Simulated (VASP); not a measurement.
Here is a VASP 6.6.1 calculation.

File INCAR:

```
SYSTEM = Hg
  PREC = Accurate
  ENCUT = 520
  EDIFF = 1E-7
  ISMEAR = 0
  SIGMA = 0.15
  LREAL = .FALSE.
  LASPH = .TRUE.
  NELM = 100
  ALGO = Fast
  ISIF = 2
  LWAVE = .FALSE.
  LCHARG = .FALSE.
  GGA = PS
  IVDW = 12
  NBANDS = 19
```

The input KPOINTS:

```
regular mesh
0
G
  18 18 10
  0 0 0
```

POSCAR

```
Hg
1.0
    3.3015221452      0.0000000000      0.0000000000
   -1.6507610726      2.8592020489      0.0000000000
    0.0000000000      0.0000000000      4.9829873737
Hg
2
Direct
    0.6666666667      0.3333333333      0.7500000000
    0.3333333333      0.6666666667      0.2500000000
```

Potentials or basis: VASP PAW PBE potentials, release 64 (Hg).

Command:

```sh
$ cat potpaw_PBE.64/Hg/POTCAR > POTCAR
$ mpirun -np 1 vasp_std > vasp.out
```

Problem. Estimate the dispersion energy per atom.

Solution. -0.424 eV.

Problem. Predict the band gap on the k mesh.

Solution. Zero (bands 12 and 13 overlap by 0.99 eV).

Problem. Predict the pressure.

Solution. -2.4 GPa.

Caveat: the PAW data sets were made with another functional, which shifts forces and pressure a little; spin-orbit coupling is left out, which moves the levels of the heavy elements.
